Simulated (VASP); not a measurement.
# In2O (antifluorite type): single point with PBE

The system is In2O (antifluorite type).

```
In O
1.0
     0.00000    3.24805    3.24805
     3.24805    0.00000    3.24805
     3.24805    3.24805    0.00000
In O
2 1
Direct
  0.25000 0.25000 0.25000
  0.75000 0.75000 0.75000
  0.00000 0.00000 0.00000
```

```json
{"Program": "VASP 6.6.1", "Task": "single point", "Functional": "PBE", "Potentials or basis": "VASP PAW PBE potentials, release 64 (In_d, O)", "Cutoff": "520 eV", "k mesh": "10 × 10 × 10", "Occupations": "fermi-dirac, width 0.0612256 eV", "Spin": "no spin polarisation"}
```

```
Pressure               : -1.6 GPa
Band gap on the k mesh : zero (bands 16 and 17 overlap by 1.46 eV)
```

Levels at points of the mesh, in eV from the Fermi level:
```tsv
k point	band 12	band 13	band 14	band 15	band 16	band 17	band 18	band 19	band 20	band 21
(0.00, 0.00, 0.00)	-6.67	-2.21	-2.21	-2.21	1.28	1.96	1.96	1.96	6.61	6.61
(0.50, 0.00, 0.00)	-6.02	-4.29	-2.53	-2.53	0.00	2.81	2.81	3.70	4.92	4.92
(0.50, 0.50, 0.00)	-5.87	-3.24	-3.24	-2.07	-1.38	0.04	2.46	2.46	6.53	8.82
```

It took 2.6 min on 1 thread of Intel Xeon 8259CL, on a shared host, peak memory 0.24 GiB.

Caveat: spin-orbit coupling is left out, which moves the levels of the heavy elements.
